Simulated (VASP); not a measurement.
Input of a VASP 6.6.1 run:

INCAR

```
PREC = Accurate ; ENCUT = 520
EDIFF = 1E-6 ; ISMEAR = -1
SIGMA = 0.05 ; LREAL = False
LASPH = True ; NELM = 80
ALGO = Normal ; ISIF = 2
LWAVE = False ; LCHARG = False
GGA = PS ; IVDW = 12
NBANDS = 21
```

The input KPOINTS:

```
Automatic mesh
0
Gamma
  9 9 9
```

File POSCAR:

```
GeW
1.0
    0.0000000000      2.5260159511      2.5260159511
    2.5260159511      0.0000000000      2.5260159511
    2.5260159511      2.5260159511      0.0000000000
Ge W
1 1
Direct
    0.5000000000      0.5000000000      0.5000000000
    0.0000000000      0.0000000000      0.0000000000
```

Potentials or basis: VASP PAW PBE potentials, release 64 (Ge_d, W_sv).

Command:

```bash
$ cat potpaw_PBE.64/Ge_d/POTCAR potpaw_PBE.64/W_sv/POTCAR > POTCAR
$ mpirun -np 1 vasp_std > vasp.out
```

What does it give for the band gap on the k mesh?

Zero (band 14 reaches 10.28 eV, above the bottom of band 15 at 8.42 eV).

What does it give for the pressure?

0.4 GPa.

Estimate the dispersion energy per atom.

-0.546 eV.

Caveat: the PAW data sets were made with another functional, which shifts forces and pressure a little; spin-orbit coupling is left out, which moves the levels of the heavy elements; pairwise dispersion overbinds metals, which lowers pressure and volume.
